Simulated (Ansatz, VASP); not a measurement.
# HgTe: VASP beside Ansatz

File INCAR:

```
ALGO = Normal
EDIFF = 1E-6
ENCUT = 520
GGA = PE
ISIF = 2
ISMEAR = 0
LASPH = T
LCHARG = F
LREAL = F
LWAVE = F
NBANDS = 16
NELM = 60
PREC = Accurate
SIGMA = 0.15
```

KPOINTS

```
k-points
0
Gamma
  16 16 16
```

File POSCAR:

```
HgTe
1.0
    0.0000000000      3.4079180388      3.1585581823
    3.4079180388      0.0000000000      3.1585581823
    3.4079180388      3.4079180388      0.0000000000
Hg Te
1 1
Direct
    0.0000000000      0.0000000000      0.0000000000
    0.7500000000      0.7500000000      0.7500000000
```

Input for Ansatz:

```yaml
crystal:
  lattice:
    - [0.0, 3.4079180285, 3.1585581728]
    - [3.4079180285, 0.0, 3.1585581728]
    - [3.4079180285, 3.4079180285, 0.0]
  atoms:
    - { symbol: Hg, position: [0.0, 0.0, 0.0] }
    - { symbol: Te, position: [0.75, 0.75, 0.75] }
basis:
  ecutwfc: 420
kpoints:
  mp_grid: { grid: [16, 16, 16] }
hamiltonian:
  xc: pbe
scf:
  occupations: { method: gaussian, width: 0.15 }
output:
  forces: true
  stress: true
  eigenvalues: true
```

Change from the starting cell: strain +0.025 along x and y, -0.050 along z, atoms carried along.

Alike in both runs: task single point; functional PBE; k mesh 16 × 16 × 16; occupations gaussian, width 0.15 eV; no spin polarisation.

```csv
,VASP,Ansatz
version,VASP 6.6.1,Ansatz 0.2.0
potentials or method,"VASP PAW PBE potentials, release 64 (Hg, Te), cutoff 520 eV","scalar-relativistic, plane waves, PAW"
valence electrons in the cell,18,36
```

```tsv
	VASP	Ansatz	Ansatz less VASP
gap on the k mesh at the Fermi level (eV)	none	none	-
pressure (GPa)	0.1	0.0	-0.05
traceless stress, the component that is largest in VASP (GPa)	0.66	0.66	+0.001
```

A gap of «none» marks a metal or a gap that the smearing closes. VASP's potentials hold 18 valence electrons a cell and Ansatz's 36, so a difference there can come from the potentials and not from the codes.

Spin-orbit coupling is off throughout.
